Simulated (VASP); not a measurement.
# As in VASP: single point with PBE+D3(BJ)

Aim: the single point of As with PBE+D3(BJ).

All numbers are computed with VASP 6.6.1; they aren't measurements. Logs are shortened: lines on timing, memory, paths and dates and some standing lists are left out, and cuts for length are marked.

## (1) The cell of the first run

The cell holds a slab with vacuum, 2 atoms: a = 3.570 Å, b = 3.570 Å, c = 19.398 Å, α = 90.00°, β = 90.00°, γ = 120.00°.

## (2) Single point, PBE+D3(BJ)

The input, INCAR:

```
PREC = Accurate
ENCUT = 400
EDIFF = 1E-6
ISMEAR = 0
SIGMA = 0.05
LREAL = F
LASPH = T
NELM = 120
ALGO = Normal
ISIF = 2
LWAVE = F
LCHARG = F
LDIPOL = T
IDIPOL = 3
DIPOL = 0.5 0.5 0.500
GGA = PE
IVDW = 12
NBANDS = 22
GGA_COMPAT = F
NELMDL = -8
```

The input, KPOINTS:

```
regular mesh
0
Gamma
  9 9 1
```

The input, POSCAR:

```
As
1.0
    3.5704865906      0.0000000000      0.0000000000
   -1.7852432953      3.0921320914      0.0000000000
    0.0000000000      0.0000000000     19.3981243213
As
2
Direct
    0.3333333333      0.6666666667      0.4639623837
    0.6666666667      0.3333333333      0.5360376163
```

Potentials or basis: VASP PAW PBE potentials, release 64 (As_d).

Run with:

```bash
$ cat potpaw_PBE.64/As_d/POTCAR > POTCAR
$ mpirun -np 1 vasp_std > vasp.out
```

OUTCAR:

```text
PREC = Accurate
   ENCUT = 400
   EDIFF = 1E-6
   ISMEAR = 0
   LREAL = F
   LASPH = T
   NELM = 120
   ISIF = 2
   GGA = PE
   IVDW = 12
   NELMDL = -8
 IVDW          = 12

 ion  position               nearest neighbor table
   1  0.333  0.667  0.464-   2 2.49   2 2.49   2 2.49
   2  0.667  0.333  0.536-   1 2.49   1 2.49   1 2.49

  LATTYP: Found a hexagonal cell.
 ALAT       =     3.5704865906
 C/A-ratio  =     5.4329077646

  Lattice vectors:

 A1 = (   3.5704865906,   0.0000000000,   0.0000000000)
 A2 = (  -1.7852432953,   3.0921320914,   0.0000000000)
 A3 = (   0.0000000000,   0.0000000000,  19.3981243213)

Analysis of symmetry for initial positions (statically):
=====================================================================
 Subroutine PRICEL returns:
 Original cell was already a primitive cell.

 Routine SETGRP: Setting up the symmetry group for a
 hexagonal supercell.

 Subroutine GETGRP returns: Found 12 space group operations
 (whereof 12 operations were pure point group operations)
 out of a pool of 24 trial point group operations.

The static configuration has the point symmetry D_3d.

Analysis of symmetry for dynamics (positions and initial velocities):
=====================================================================
 Subroutine PRICEL returns:
 Original cell was already a primitive cell.

 Routine SETGRP: Setting up the symmetry group for a
 hexagonal supercell.

 Subroutine GETGRP returns: Found 12 space group operations
 (whereof 12 operations were pure point group operations)
 out of a pool of 24 trial point group operations.

The dynamic configuration has the point symmetry D_3d.

 Subroutine INISYM returns: Found 12 space group operations
 (whereof 12 operations are pure point group operations),
 and found     1 'primitive' translations

----------------------------------------------------------------------------------------

                                     Primitive cell

  volume of cell :     214.1634

  direct lattice vectors                    reciprocal lattice vectors
     3.570486591  0.000000000  0.000000000     0.280073871  0.161700725  0.000000000
    -1.785243295  3.092132091  0.000000000     0.000000000  0.323401449  0.000000000
     0.000000000  0.000000000 19.398124321     0.000000000  0.000000000  0.051551376

  length of vectors
     3.570486591  3.570486591 19.398124321     0.323401449  0.323401449  0.051551376

  position of ions in fractional coordinates (direct lattice)
     0.333333333  0.666666667  0.463962384
     0.666666667  0.333333333  0.536037616

  ion indices of the primitive-cell ions
   primitive index   ion index
                 1           1
                 2           2

----------------------------------------------------------------------------------------

 KPOINTS: regular mesh

Automatic generation of k-mesh.
 Grid dimensions read from file:
 generate k-points for:    9    9    1

 Generating k-lattice:

  Cartesian coordinates                     Fractional coordinates (reciprocal lattice)
     0.031119319  0.017966747  0.000000000     0.111111111 -0.000000000  0.000000000
     0.000000000  0.035933494  0.000000000     0.000000000  0.111111111  0.000000000
     0.000000000  0.000000000  0.051551376     0.000000000  0.000000000  1.000000000

  Length of vectors
     0.035933494  0.035933494  0.051551376

  Shift w.r.t. Gamma in fractional coordinates (k-lattice)
     0.000000000  0.000000000  0.000000000

 Subroutine IBZKPT returns following result:
 ===========================================

 Found     12 irreducible k-points:

 Following reciprocal coordinates:
            Coordinates               Weight
  0.000000  0.000000  0.000000      1.000000
  0.111111 -0.000000  0.000000      6.000000
  0.222222  0.000000  0.000000      6.000000
  0.333333  0.000000  0.000000      6.000000
  0.444444  0.000000  0.000000      6.000000
  0.111111  0.111111  0.000000      6.000000
  0.222222  0.111111  0.000000     12.000000
  0.333333  0.111111  0.000000     12.000000
  0.444444  0.111111  0.000000      6.000000
  0.222222  0.222222  0.000000      6.000000
  0.333333  0.222222  0.000000     12.000000
  0.333333  0.333333  0.000000      2.000000
   k-points           NKPTS =     12   k-points in BZ     NKDIM =     12   number of bands    NBANDS=     22
   number of dos      NEDOS =    301   number of ions     NIONS =      2
   total plane-waves  NPLWV =  73728
   dimension x,y,z NGX =    24 NGY =   24 NGZ =  128
   dimension x,y,z NGXF=    48 NGYF=   48 NGZF=  256
   ions per type =               2
   NGX,Y,Z   is equivalent  to a cutoff of  11.17, 11.17, 10.97 a.u.
   NGXF,Y,Z  is equivalent  to a cutoff of  22.35, 22.35, 21.94 a.u.
 SYSTEM =  unknown system
   PREC   = accura    normal or accurate (medium, high low for compatibility)
   ISTART =      0    job   : 0-new  1-cont  2-samecut
   ICHARG =      2    charge: 1-file 2-atom 10-const
   ISPIN  =      1    spin polarized calculation?
   LNONCOLLINEAR =      F non collinear calculations
   LSORBIT =      F    spin-orbit coupling
   LASPH  =      T    aspherical Exc in radial PAW
   ENCUT  =  400.0 eV  29.40 Ry    5.42 a.u.   5.82  5.82 31.63*2*pi/ulx,y,z
   NELM   =    120;   NELMIN=  2; NELMDL= -8     # of ELM steps
   EDIFF  = 0.1E-05   stopping-criterion for ELM
   LREAL  =      F    real-space projection
   EDIFFG = 0.1E-04   stopping-criterion for IOM
   NSW    =      0    number of steps for IOM
   IBRION =     -1    ionic relax: 0-MD 1-quasi-New 2-CG
   NFREE  =      0    steps in history (QN), initial steepest desc. (CG)
   ISIF   =      2    stress and relaxation
   ISYM   =      2    0-nonsym 1-usesym 2-fastsym
   POTIM  = 0.5000    time-step for ionic-motion
   TEBEG  =    0.0;   TEEND  =   0.0 temperature during run
   PSTRESS=    0.0 pullay stress
   NELECT =      30.0000    total number of electrons
   NUPDOWN=      -1.0000    fix difference up-down
   EMIN   =  10.00;   EMAX   =-10.00  energy-range for DOS
   EFERMI =   0.00;   METHOD = LEGACY
   ISMEAR =     0;   SIGMA  =   0.05  broadening in eV -4-tet -1-fermi 0-gaus
   EFERMI_NEDOS =   21; number of points for ismear=-14 and -15
   IALGO  =     38    algorithm
   IMIX   =      4    mixing-type and parameters
     AMIX     =   0.40;   BMIX     =  1.00
     AMIX_MAG =   1.60;   BMIX_MAG =  1.00
  volume/ion in A,a.u.               =     107.08       722.62
  Fermi-wavevector in a.u.,A,eV,Ry     =   0.850224  1.606691  9.835398  0.722881
  Thomas-Fermi vector in A             =   1.966168
   LORBIT       =      0    0 simple, 1 ext, 2 COOP (PROOUT), +10 PAW based schemes
   GGA     = PE    functional components
   LHFCALC =     F    Hartree Fock is set to
   AEXX    =    0.0000 exact exchange contribution
   IVDW    =    12    specifies the selected vdW correction
   LEPSILON=     F    determine dielectric tensor
   LRPA    =     F    only Hartree local field effects (RPA)
 non-spin polarized calculation
 Gauss-broadening in eV      SIGMA  =   0.05
  energy-cutoff  :      400.00
  volume of cell :      214.16
 maximum number of plane-waves:      3922
 NGX is ok and might be reduce to    24
   NGX = 11   NGY = 11   NGZ = 63

 dipolmoment           0.000000      0.000000     -0.000000 electrons x Angstroem

 number of electron      30.0000014 magnetization

 dipolmoment           0.000000      0.000000      0.000000 electrons x Angstroem

 Free energy of the ion-electron system (eV)
  ---------------------------------------------------
  ext. energy  EPLUGINS =         0.00000000
  ---------------------------------------------------
  free energy    TOTEN  =        -9.35233804 eV

  energy without entropy =       -9.35233804  energy(sigma->0) =       -9.35233804

 E-fermi :  -3.4185     XC(G=0):  -2.8500

 val. band max:       -3.6349997472   @ k =   0.0000   0.0000   0.0000
 cond. band min:      -2.0857248907   @ k =   0.3333   0.0000   0.0000
 fundamental gap:      1.5492748564
 Fermi energy:        -3.4184866578

 k-point     1 :       0.0000    0.0000    0.0000
  band No.  band energies     occupation
      1     -38.8409      2.00000
      2     -38.8409      2.00000
      3     -38.8006      2.00000
      4     -38.8006      2.00000
      5     -38.7504      2.00000
      6     -38.7252      2.00000
[... 14 lines left out ...]
     21       2.1466      0.00000
     22       2.8206      0.00000

 k-point     2 :       0.1111   -0.0000    0.0000
  band No.  band energies     occupation
      1     -38.8405      2.00000
      2     -38.8373      2.00000
      3     -38.7997      2.00000
      4     -38.7977      2.00000
      5     -38.7500      2.00000
      6     -38.7271      2.00000
[... 14 lines left out ...]
     21       2.3343      0.00000
     22       3.0212      0.00000

 k-point     3 :       0.2222    0.0000    0.0000
  band No.  band energies     occupation
      1     -38.8395      2.00000
      2     -38.8276      2.00000
      3     -38.7966      2.00000
      4     -38.7898      2.00000
      5     -38.7489      2.00000
      6     -38.7326      2.00000
[... 14 lines left out ...]
     21       2.8867      0.00000
     22       3.5175      0.00000

 k-point     4 :       0.3333    0.0000    0.0000
  band No.  band energies     occupation
      1     -38.8381      2.00000
      2     -38.8166      2.00000
      3     -38.7889      2.00000
      4     -38.7787      2.00000
      5     -38.7486      2.00000
      6     -38.7413      2.00000
[... 14 lines left out ...]
     21       3.5435      0.00000
     22       4.3132      0.00000

 k-point     5 :       0.4444    0.0000    0.0000
  band No.  band energies     occupation
      1     -38.8372      2.00000
      2     -38.8109      2.00000
      3     -38.7732      2.00000
      4     -38.7667      2.00000
      5     -38.7554      2.00000
      6     -38.7518      2.00000
[... 14 lines left out ...]
     21       4.5208      0.00000
     22       5.1428      0.00000

 k-point     6 :       0.1111    0.1111    0.0000
  band No.  band energies     occupation
      1     -38.8400      2.00000
      2     -38.8303      2.00000
      3     -38.7978      2.00000
      4     -38.7924      2.00000
      5     -38.7492      2.00000
      6     -38.7311      2.00000
[... 14 lines left out ...]
     21       2.6672      0.00000
     22       3.3942      0.00000

 k-point     7 :       0.2222    0.1111    0.0000
  band No.  band energies     occupation
      1     -38.8391      2.00000
      2     -38.8186      2.00000
      3     -38.7936      2.00000
      4     -38.7830      2.00000
      5     -38.7479      2.00000
      6     -38.7389      2.00000
[... 14 lines left out ...]
     21       3.3183      0.00000
     22       4.0275      0.00000

 k-point     8 :       0.3333    0.1111    0.0000
  band No.  band energies     occupation
      1     -38.8381      2.00000
      2     -38.8089      2.00000
      3     -38.7833      2.00000
      4     -38.7710      2.00000
      5     -38.7512      2.00000
      6     -38.7474      2.00000
[... 14 lines left out ...]
     21       4.0755      0.00000
     22       4.8197      0.00000

 k-point     9 :       0.4444    0.1111    0.0000
  band No.  band energies     occupation
      1     -38.8376      2.00000
      2     -38.8061      2.00000
      3     -38.7687      2.00000
      4     -38.7658      2.00000
      5     -38.7564      2.00000
      6     -38.7558      2.00000
[... 14 lines left out ...]
     21       4.9200      0.00000
     22       5.2606      0.00000

 k-point    10 :       0.2222    0.2222    0.0000
  band No.  band energies     occupation
      1     -38.8388      2.00000
      2     -38.8054      2.00000
      3     -38.7894      2.00000
      4     -38.7725      2.00000
      5     -38.7497      2.00000
      6     -38.7464      2.00000
[... 14 lines left out ...]
     21       3.9810      0.00000
     22       4.6344      0.00000

 k-point    11 :       0.3333    0.2222    0.0000
  band No.  band energies     occupation
      1     -38.8385      2.00000
      2     -38.7965      2.00000
      3     -38.7802      2.00000
      4     -38.7635      2.00000
      5     -38.7590      2.00000
      6     -38.7479      2.00000
[... 14 lines left out ...]
     21       4.8295      0.00000
     22       5.2871      0.00000

 k-point    12 :       0.3333    0.3333    0.0000
  band No.  band energies     occupation
      1     -38.8386      2.00000
      2     -38.7835      2.00000
      3     -38.7835      2.00000
      4     -38.7719      2.00000
      5     -38.7486      2.00000
      6     -38.7455      2.00000
[... 14 lines left out ...]
     21       5.3562      0.00000
     22       6.1733      0.00000

------------------------ aborting loop because EDIFF is reached ----------------------------------------

 vacuum level on the upper side and lower side of the slab       (xc-potential included)        -0.177        -0.177

 Edisp (eV)   -0.42426

 E8    (eV) :    -0.1923

  FORCE on cell =-STRESS in cart. coord.  units (eV):
  Direction    XX          YY          ZZ          XY          YZ          ZX
  --------------------------------------------------------------------------------------
  -------------------------------------------------------------------------------------
  Total      -0.03978    -0.03978    -0.04394     0.00000    -0.00000     0.00000
  in kB      -0.29759    -0.29759    -0.32875     0.00000    -0.00000     0.00000
  external pressure =       -0.31 kB  Pullay stress =        0.00 kB

 VOLUME and BASIS-vectors are now :
 -----------------------------------------------------------------------------
  energy-cutoff  :      400.00
  volume of cell :      214.16
      direct lattice vectors                 reciprocal lattice vectors
     3.570486591  0.000000000  0.000000000     0.280073871  0.161700725  0.000000000
    -1.785243295  3.092132091  0.000000000     0.000000000  0.323401449  0.000000000
     0.000000000  0.000000000 19.398124321     0.000000000  0.000000000  0.051551376

 POSITION                                       TOTAL-FORCE (eV/Angst)
 -----------------------------------------------------------------------------------
     -0.00000      2.06142      9.00000        -0.000000      0.000000     -0.017688
      1.78524      1.03071     10.39812         0.000000     -0.000000      0.017688
 -----------------------------------------------------------------------------------
    total drift:                                0.000000      0.000000      0.000000

  FREE ENERGIE OF THE ION-ELECTRON SYSTEM (eV)
  ---------------------------------------------------
  free  energy   TOTEN  =        -9.7766017606 eV

  energy  without entropy=       -9.7766017606  energy(sigma->0) =       -9.77660176

 vacuum level on the upper side and lower side of the slab         1.540         1.540
```

It took 26 s on 1 thread of AMD EPYC 9R45 (Zen 5), shared host; peak memory 0.23 GiB.

What came out:

| Quantity | Value |
| --- | --- |
| Free energy | -9.7766 eV |
| Largest force | 0.018 eV/Å |
| Band gap on the k mesh | 1.55 eV (least direct gap 2.05 eV) |
| Dispersion energy per atom | -0.212 eV |

Forces in eV/Å, atoms in the order of the input:
```
As   0.000  0.000 -0.018
As   0.000  0.000  0.018
```
